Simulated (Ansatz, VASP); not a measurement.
BeS: VASP beside Ansatz

File INCAR:

```
SYSTEM = BeS
  PREC = Accurate
  ENCUT = 520
  EDIFF = 1E-7
  ISMEAR = -1
  SIGMA = 0.02
  LREAL = .FALSE.
  LASPH = .TRUE.
  NELM = 100
  ALGO = Normal
  ISIF = 2
  LWAVE = .FALSE.
  LCHARG = .FALSE.
  GGA = PE
  NBANDS = 11
```

The input KPOINTS:

```
Automatic mesh
0
G
  10 10 10
  0 0 0
```

POSCAR

```
BeS
1.0
    0.0000000000      2.3172971951      2.2739637376
    2.3172971951      0.0000000000      2.2739637376
    2.3172971951      2.3172971951      0.0000000000
Be S
1 1
Direct
    0.0000000000      0.0000000000      0.0000000000
    0.5000000000      0.5000000000      0.5000000000
```

Input for Ansatz:

```yaml
crystal:
  lattice:
    - [0.0, 2.3172971951, 2.2739637376]
    - [2.3172971951, 0.0, 2.2739637376]
    - [2.3172971951, 2.3172971951, 0.0]
  atoms:
    - { symbol: Be, position: [0.0, 0.0, 0.0] }
    - { symbol: S, position: [0.5, 0.5, 0.5] }
kpoints:
  mp_grid: { grid: [10, 10, 10] }
  band_path:
    path:
      - [0.0, 0.0, 0.0]
      - [0.5, 0.0, 0.5]
      - [0.625, 0.25, 0.625]
      - [0.375, 0.375, 0.75]
      - [0.5, 0.5, 0.5]
      - [0.5, 0.25, 0.75]
      - [0.140625, 0.140625, 0.28125]
      - [0.5, 0.5, 0.0]
    npoints: 1
hamiltonian:
  xc: pbe
scf:
  occupations: { method: fermi_dirac, width: 0.02 }
  n_extra_bands: 4
output:
  forces: true
  stress: true
  eigenvalues: true
```

Change from the starting cell: uniaxial_z strain -1.9%.

Alike in both runs: task single point; functional PBE; k mesh 10 × 10 × 10; occupations fermi-dirac, width 0.02 eV; no spin polarisation.

|  | VASP | Ansatz |
| --- | --- | --- |
| version | VASP 6.6.1 | Ansatz 0.2.0 |
| potentials or method | VASP PAW PBE potentials, release 64 (Be, S) | plane waves, PAW |
| plane-wave cutoff (eV) | 520 | 420 |
| valence electrons in the cell | 8 | 8 |

VASP gave:

```
gap on the k mesh at the Fermi level (eV)                     : 0.90
pressure (GPa)                                                : 1.7
traceless stress, the component that is largest in VASP (GPa) : 1.46
```

Task: Estimate Ansatz's values.

Result: gap on the k mesh at the Fermi level (eV): 0.90; pressure (GPa): 1.8; traceless stress, the component that is largest in VASP (GPa): 1.45.
